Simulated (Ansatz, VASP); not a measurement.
This is a calculation of AlSn for Ansatz 0.2.0.

input.yaml

```yaml
crystal:
  lattice:
    - [4.1981056157, 0.0, 0.0]
    - [-2.0990528078, 3.6356661109, 0.0]
    - [0.0, 0.0, 3.306847]
  atoms:
    - { symbol: Sn, position: [0.3333333333, 0.6666666667, 0.5] }
    - { symbol: Al, position: [0.0, 0.0, 0.0] }
hamiltonian:
  xc: pbe
  pseudopotentials: { kind: paw }
kpoints:
  mp_grid: { grid: [7, 7, 8] }
scf:
  occupations: { method: gaussian, width: 0.019 }
output:
  forces: true
  stress: true
  eigenvalues: true
```

Potentials or basis: Ansatz PAW.

Launch:

```bash
$ ansatz run input.yaml --threads 2 --pin off --max-ram 5632MiB --backend cpu --events-out ev --progress --plain --runs-dir out
```

Q: Set up the same calculation for VASP 6.6.1. Potentials there: VASP PAW PBE potentials, release 64 (Sn_d, Al).

A: As run (the cutoff follows the program's own potentials):

File INCAR:

```
SYSTEM = AlSn
PREC     = Accurate       ! precision mode
ENCUT    = 520            ! plane-wave cutoff, eV
EDIFF    = 1E-6           ! SCF threshold, eV
ISMEAR   = 0              ! smearing method
SIGMA    = 0.019000000000000003 ! smearing width, eV
LREAL    = .False.        ! projectors in reciprocal space
LASPH    = .True.         ! aspherical terms in the spheres
NELM     = 100            ! most SCF steps
ALGO     = Normal         ! electronic algorithm
ISIF     = 2              ! what is computed and relaxed
LWAVE    = .False.        ! write WAVECAR
LCHARG   = .False.        ! write CHGCAR
GGA      = PE             ! functional
NBANDS   = 16             ! bands
```

File KPOINTS:

```
regular mesh
0
Gamma
  7 7 8
  0 0 0
```

File POSCAR:

```
AlSn
1.0
    4.1981056157      0.0000000000      0.0000000000
   -2.0990528078      3.6356661109      0.0000000000
    0.0000000000      0.0000000000      3.3068470000
Sn Al
1 1
Direct
    0.3333333333      0.6666666667      0.5000000000
    0.0000000000      0.0000000000      0.0000000000
```

Potentials or basis: VASP PAW PBE potentials, release 64 (Sn_d, Al).

Command:

```console
$ cat potpaw_PBE.64/Sn_d/POTCAR potpaw_PBE.64/Al/POTCAR > POTCAR
$ mpirun -np 1 vasp_std > vasp.out
```

Both were run:

|  | VASP | Ansatz | Ansatz less VASP |
| --- | --- | --- | --- |
| gap on the k mesh at the Fermi level (eV) | none | none | - |
| pressure (GPa) | 0.2 | 0.3 | +0.05 |
| traceless stress, the component that is largest in VASP (GPa) | 0.54 | 0.54 | 0.000 |

A gap of «none» marks a metal or a gap that the smearing closes.
